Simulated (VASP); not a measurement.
# Pb in VASP: notebook

Pb is run at these levels: PBEsol; tasks: single point.

Everything below comes from runs of VASP 6.6.1. Logs are shortened: lines on timing, memory, paths and dates and some standing lists are left out, and cuts for length are marked.

## Step 1: The cell of the first run

The cell holds a wire with vacuum, 2 atoms: a = 11.800 Å, b = 9.300 Å, c = 3.140 Å, α = 90.00°, β = 90.00°, γ = 90.00°.

## Step 2: Single point, PBEsol, collinear spin, ferromagnetic start

Input file INCAR:

```
SYSTEM = Pb
PREC = Accurate ; ENCUT = 520
EDIFF = 1E-6 ; ISMEAR = 0
SIGMA = 0.05 ; LREAL = .FALSE.
LASPH = .TRUE. ; NELM = 150
ALGO = Normal ; ISIF = 2
LWAVE = .FALSE. ; LCHARG = .TRUE.
ISPIN = 2 ; MAGMOM = 0.5 0.5
LORBIT = 11 ; GGA = PS
LELF = .TRUE. ; LVHAR = .TRUE.
NBANDS = 25
```

Input file KPOINTS:

```
regular mesh
0
G
  1 1 19
  0 0 0
```

Input file POSCAR:

```
Pb
1.0
   11.8000000000      0.0000000000      0.0000000000
    0.0000000000      9.3000000000      0.0000000000
    0.0000000000      0.0000000000      3.1402294665
Pb
2
Direct
    0.3849536266      0.5000000000      0.0000000000
    0.6150463734      0.5000000000      0.5000000000
```

Potentials or basis: VASP PAW PBE potentials, release 64 (Pb_d).

Run with:

```bash
cat potpaw_PBE.64/Pb_d/POTCAR > POTCAR
mpirun -np 1 vasp_std > vasp.out
```

OUTCAR:

```text
SYSTEM = Pb
   PREC = Accurate
   ENCUT = 520
   EDIFF = 1E-6
   ISMEAR = 0
   LREAL = .FALSE.
   LASPH = .TRUE.
   NELM = 150
   ISIF = 2
   ISPIN = 2
   LORBIT = 11
   GGA = PS

 ion  position               nearest neighbor table
   1  0.385  0.500  0.000-   2 3.14   2 3.14
   2  0.615  0.500  0.500-   1 3.14   1 3.14

  LATTYP: Found a simple orthorhombic cell.
 ALAT       =     3.1402294665
 B/A-ratio  =     2.9615670126
 C/A-ratio  =     3.7576871773

  Lattice vectors:

 A1 = (   0.0000000000,   0.0000000000,  -3.1402294665)
 A2 = (   0.0000000000,   9.3000000000,   0.0000000000)
 A3 = (  11.8000000000,   0.0000000000,   0.0000000000)

Analysis of symmetry for initial positions (statically):
=====================================================================
 Subroutine PRICEL returns:
 Original cell was already a primitive cell.

 Routine SETGRP: Setting up the symmetry group for a
 simple orthorhombic supercell.

 Subroutine GETGRP returns: Found  8 space group operations
 (whereof  4 operations were pure point group operations)
 out of a pool of  8 trial point group operations.

The static configuration has the point symmetry C_2v.
 The point group associated with its full space group is D_2h.

Analysis of symmetry for dynamics (positions and initial velocities):
=====================================================================
 Subroutine PRICEL returns:
 Original cell was already a primitive cell.

 Routine SETGRP: Setting up the symmetry group for a
 simple orthorhombic supercell.

 Subroutine GETGRP returns: Found  8 space group operations
 (whereof  4 operations were pure point group operations)
 out of a pool of  8 trial point group operations.

The dynamic configuration has the point symmetry C_2v.
 The point group associated with its full space group is D_2h.

Analysis of structural, dynamic, and magnetic symmetry:
=====================================================================
 Subroutine PRICEL returns:
 Original cell was already a primitive cell.

 Routine SETGRP: Setting up the symmetry group for a
 simple orthorhombic supercell.

 Subroutine GETGRP returns: Found  8 space group operations
 (whereof  4 operations were pure point group operations)
 out of a pool of  8 trial point group operations.

The overall configuration has the point symmetry C_2v.
 The point group associated with its full space group is D_2h.

 Subroutine INISYM returns: Found  8 space group operations
 (whereof  4 operations are pure point group operations),
 and found     1 'primitive' translations

----------------------------------------------------------------------------------------

                                     Primitive cell

  volume of cell :     344.6088

  direct lattice vectors                    reciprocal lattice vectors
    11.800000000  0.000000000  0.000000000     0.084745763  0.000000000  0.000000000
     0.000000000  9.300000000  0.000000000     0.000000000  0.107526882  0.000000000
     0.000000000  0.000000000  3.140229467     0.000000000  0.000000000  0.318448066

  length of vectors
    11.800000000  9.300000000  3.140229467     0.084745763  0.107526882  0.318448066

  position of ions in fractional coordinates (direct lattice)
     0.384953627  0.500000000  0.000000000
     0.615046373  0.500000000  0.500000000

  ion indices of the primitive-cell ions
   primitive index   ion index
                 1           1
                 2           2

----------------------------------------------------------------------------------------

 KPOINTS: regular mesh

Automatic generation of k-mesh.
 Grid dimensions read from file:
 generate k-points for:    1    1   19

 Generating k-lattice:

  Cartesian coordinates                     Fractional coordinates (reciprocal lattice)
     0.084745763  0.000000000  0.000000000     1.000000000  0.000000000  0.000000000
     0.000000000  0.107526882  0.000000000     0.000000000  1.000000000  0.000000000
     0.000000000  0.000000000  0.016760425     0.000000000  0.000000000  0.052631579

  Length of vectors
     0.084745763  0.107526882  0.016760425

  Shift w.r.t. Gamma in fractional coordinates (k-lattice)
     0.000000000  0.000000000  0.000000000

 Subroutine IBZKPT returns following result:
 ===========================================

 Found     10 irreducible k-points:

 Following reciprocal coordinates:
            Coordinates               Weight
  0.000000  0.000000  0.000000      1.000000
  0.000000  0.000000  0.052632      2.000000
  0.000000  0.000000  0.105263      2.000000
  0.000000  0.000000  0.157895      2.000000
  0.000000  0.000000  0.210526      2.000000
  0.000000  0.000000  0.263158      2.000000
  0.000000  0.000000  0.315789      2.000000
  0.000000  0.000000  0.368421      2.000000
  0.000000  0.000000  0.421053      2.000000
  0.000000  0.000000  0.473684      2.000000
   k-points           NKPTS =     10   k-points in BZ     NKDIM =     10   number of bands    NBANDS=     25
   number of dos      NEDOS =    301   number of ions     NIONS =      2
   total plane-waves  NPLWV = 151200
   dimension x,y,z NGX =    90 NGY =   70 NGZ =   24
   dimension x,y,z NGXF=   180 NGYF=  140 NGZF=   48
   ions per type =               2
   NGX,Y,Z   is equivalent  to a cutoff of  12.68, 12.51, 12.71 a.u.
   NGXF,Y,Z  is equivalent  to a cutoff of  25.36, 25.03, 25.41 a.u.
 SYSTEM =  Pb
   PREC   = accura    normal or accurate (medium, high low for compatibility)
   ISTART =      0    job   : 0-new  1-cont  2-samecut
   ICHARG =      2    charge: 1-file 2-atom 10-const
   ISPIN  =      2    spin polarized calculation?
   LNONCOLLINEAR =      F non collinear calculations
   LSORBIT =      F    spin-orbit coupling
   LASPH  =      T    aspherical Exc in radial PAW
   ENCUT  =  520.0 eV  38.22 Ry    6.18 a.u.  21.94 17.29  5.84*2*pi/ulx,y,z
   NELM   =    150;   NELMIN=  2; NELMDL= -5     # of ELM steps
   EDIFF  = 0.1E-05   stopping-criterion for ELM
   LREAL  =      F    real-space projection
   EDIFFG = 0.1E-04   stopping-criterion for IOM
   NSW    =      0    number of steps for IOM
   IBRION =     -1    ionic relax: 0-MD 1-quasi-New 2-CG
   NFREE  =      0    steps in history (QN), initial steepest desc. (CG)
   ISIF   =      2    stress and relaxation
   ISYM   =      2    0-nonsym 1-usesym 2-fastsym
   POTIM  = 0.5000    time-step for ionic-motion
   TEBEG  =    0.0;   TEEND  =   0.0 temperature during run
   PSTRESS=    0.0 pullay stress
   NELECT =      28.0000    total number of electrons
   NUPDOWN=      -1.0000    fix difference up-down
   EMIN   =  10.00;   EMAX   =-10.00  energy-range for DOS
   EFERMI =   0.00;   METHOD = LEGACY
   ISMEAR =     0;   SIGMA  =   0.05  broadening in eV -4-tet -1-fermi 0-gaus
   EFERMI_NEDOS =   21; number of points for ismear=-14 and -15
   IALGO  =     38    algorithm
   IMIX   =      4    mixing-type and parameters
     AMIX     =   0.40;   BMIX     =  1.00
     AMIX_MAG =   1.60;   BMIX_MAG =  1.00
  volume/ion in A,a.u.               =     172.30      1162.77
  Fermi-wavevector in a.u.,A,eV,Ry     =   0.709064  1.339937  6.840624  0.502772
  Thomas-Fermi vector in A             =   1.795546
   LORBIT       =     11    0 simple, 1 ext, 2 COOP (PROOUT), +10 PAW based schemes
   GGA     = PS    functional components
   LHFCALC =     F    Hartree Fock is set to
   AEXX    =    0.0000 exact exchange contribution
   IVDW    =     0    specifies the selected vdW correction
   LEPSILON=     F    determine dielectric tensor
   LRPA    =     F    only Hartree local field effects (RPA)
 spin polarized calculation
 Gauss-broadening in eV      SIGMA  =   0.05
  energy-cutoff  :      520.00
  volume of cell :      344.61
 maximum number of plane-waves:      9312
 NGX is ok and might be reduce to    90
   NGX = 43   NGY = 35   NGZ = 11

 number of electron      28.0000000 magnetization      -0.0000496

 number of electron      28.0000000 magnetization       0.0000296

 Free energy of the ion-electron system (eV)
  ---------------------------------------------------
  ext. energy  EPLUGINS =         0.00000000
  ---------------------------------------------------
  free energy    TOTEN  =        -6.39295293 eV

  energy without entropy =       -6.39251417  energy(sigma->0) =       -6.39273355

 E-fermi :  -1.9798     XC(G=0):  -3.0196

 val. band max:       -2.0604778664   @ k =   0.0000   0.0000   0.3158
 cond. band min:      -1.8990829356   @ k =   0.0000   0.0000   0.3158
 fundamental gap:      0.1613949307
 Fermi energy:        -1.9797779096

 spin component 1

 k-point     1 :       0.0000    0.0000    0.0000
  band No.  band energies     occupation
      1     -19.1360      1.00000
      2     -19.0684      1.00000
      3     -18.8367      1.00000
      4     -18.8343      1.00000
      5     -18.7005      1.00000
      6     -18.6782      1.00000
[... 17 lines left out ...]
     24       4.6476      0.00000
     25       4.9590      0.00000
[... 228 lines left out ...]
      2     -18.9554      1.00000
      3     -18.9108      1.00000
      4     -18.9098      1.00000
      5     -18.7091      1.00000
      6     -18.6963      1.00000
[... 17 lines left out ...]
     24       5.0961      0.00000
     25       5.6437      0.00000
 Fermi energy:        -1.9797779096

 spin component 2

 k-point     1 :       0.0000    0.0000    0.0000
  band No.  band energies     occupation
      1     -19.1360      1.00000
      2     -19.0684      1.00000
      3     -18.8367      1.00000
      4     -18.8343      1.00000
      5     -18.7005      1.00000
      6     -18.6782      1.00000
[... 17 lines left out ...]
     24       4.6476      0.00000
     25       4.9881      0.00000
[... 229 lines left out ...]
      3     -18.9108      1.00000
      4     -18.9098      1.00000
      5     -18.7091      1.00000
      6     -18.6963      1.00000
[... 17 lines left out ...]
     24       5.0956      0.00000
     25       5.6431      0.00000

------------------------ aborting loop because EDIFF is reached ----------------------------------------

  FORCE on cell =-STRESS in cart. coord.  units (eV):
  Direction    XX          YY          ZZ          XY          YZ          ZX
  --------------------------------------------------------------------------------------
  -------------------------------------------------------------------------------------
  Total       -0.0917051      0.0479677     -0.0278580      0.0000000      0.0000000      0.0000000
  in kB       -0.4263610      0.2230147     -0.1295190      0.0000000      0.0000000      0.0000000
  external PRESSURE =      -0.1109551 kB  Pullay stress =       0.0000000 kB

 VOLUME and BASIS-vectors are now :
 -----------------------------------------------------------------------------
  energy-cutoff  :      520.00
  volume of cell :      344.61
      direct lattice vectors                 reciprocal lattice vectors
    11.800000000  0.000000000  0.000000000     0.084745763  0.000000000  0.000000000
     0.000000000  9.300000000  0.000000000     0.000000000  0.107526882  0.000000000
     0.000000000  0.000000000  3.140229467     0.000000000  0.000000000  0.318448066

 POSITION                                       TOTAL-FORCE (eV/Angst)
 -----------------------------------------------------------------------------------
      4.54245      4.65000      0.00000        -0.000687      0.000000      0.000000
      7.25755      4.65000      1.57011         0.000687      0.000000      0.000000
 -----------------------------------------------------------------------------------
    total drift:                               -0.000000     -0.000000     -0.000000

  FREE ENERGIE OF THE ION-ELECTRON SYSTEM (eV)
  ---------------------------------------------------
  free  energy   TOTEN  =        -6.3929529284 eV

  energy  without entropy=       -6.3925141685  energy(sigma->0) =       -6.39273355

 total charge

# of ion       s       p       d       tot
------------------------------------------
    1        1.382   0.785   9.801  11.969
    2        1.382   0.785   9.801  11.969
--------------------------------------------------
tot          2.765   1.570  19.602  23.937

 magnetization (x)

# of ion       s       p       d       tot
------------------------------------------
    1       -0.000  -0.000  -0.000  -0.000
    2       -0.000  -0.000  -0.000  -0.000
--------------------------------------------------
tot         -0.000  -0.000  -0.000  -0.000
```

Wall time 3.7 min (1 thread of Intel Xeon Platinum 8375C at 2.90GHz (Ice Lake), shared host); peak memory 0.55 GiB.

Results:

```yaml
Free_energy: -6.3930 eV
Band_gap_on_the_k_mesh: 0.16 eV, direct
Net_moment: 0.00 μB per cell
Valence_electrons_inside_the_program's_atomic_spheres: Pb 11.97
```

Caveat: the PAW data sets were made with another functional, which shifts forces and pressure a little; spin-orbit coupling is left out, which moves the levels of the heavy elements.

## Step 3: Single point, PBEsol, collinear spin, ferromagnetic start

This run uses another cell than the first one, of 182.62 Å³/atom, 1.060 times its volume.

Input file INCAR:

```
SYSTEM = Pb
PREC = Accurate
ENCUT = 520
EDIFF = 1E-6
ISMEAR = 0
SIGMA = 0.05
LREAL = .False.
LASPH = .True.
NELM = 150
ALGO = Normal
ISIF = 2
LWAVE = .False.
LCHARG = .False.
ISPIN = 2
MAGMOM = 0.5 0.5
LORBIT = 11
GGA = PS
NBANDS = 25
```

Input file KPOINTS:

```
regular mesh
0
Gamma
  1 1 19
  0 0 0
```

Input file POSCAR:

```
Pb
1.0
   11.8000000000      0.0000000000      0.0000000000
    0.0000000000      9.3000000000      0.0000000000
    0.0000000000      0.0000000000      3.3282522746
Pb
2
Direct
    0.3802595520      0.5000000000      0.0000000000
    0.6197404480      0.5000000000      0.5000000000
```

Potentials or basis: VASP PAW PBE potentials, release 64 (Pb_d).

Run with:

```bash
cat potpaw_PBE.64/Pb_d/POTCAR > POTCAR
mpirun -np 1 vasp_std > vasp.out
```

Run time: 5 min. Hardware: 1 thread of Intel Xeon Platinum 8375C at 2.90GHz (Ice Lake), shared host; peak memory 0.6 GiB.

Results (log left out):

```yaml
Free_energy: -6.2538 eV
Largest_force: 0.585 eV/Å
Band_gap_on_the_k_mesh: 0.38 eV, direct
Net_moment: 0.00 μB per cell
Valence_electrons_inside_the_program's_atomic_spheres: Pb 11.91
```

Forces in eV/Å, atoms in the order of the input:
```
Pb   0.585  0.000  0.000
Pb  -0.585  0.000  0.000
```

Levels at points of the mesh, in eV from the valence-band top:
Spin up:
```csv
k point,band 12,band 13,band 14,band 15,band 16,band 17
"(0.00, 0.00, 0.00)",-7.72,-1.11,-0.98,0.75,2.64,3.15
```
Spin down:
```
           k point  band 12  band 13  band 14  band 15  band 16  band 17
(0.00, 0.00, 0.00)    -7.72    -1.11    -0.98     0.75     2.64     3.16
```

Caveat: the PAW data sets were made with another functional, which shifts forces and pressure a little; spin-orbit coupling is left out, which moves the levels of the heavy elements.
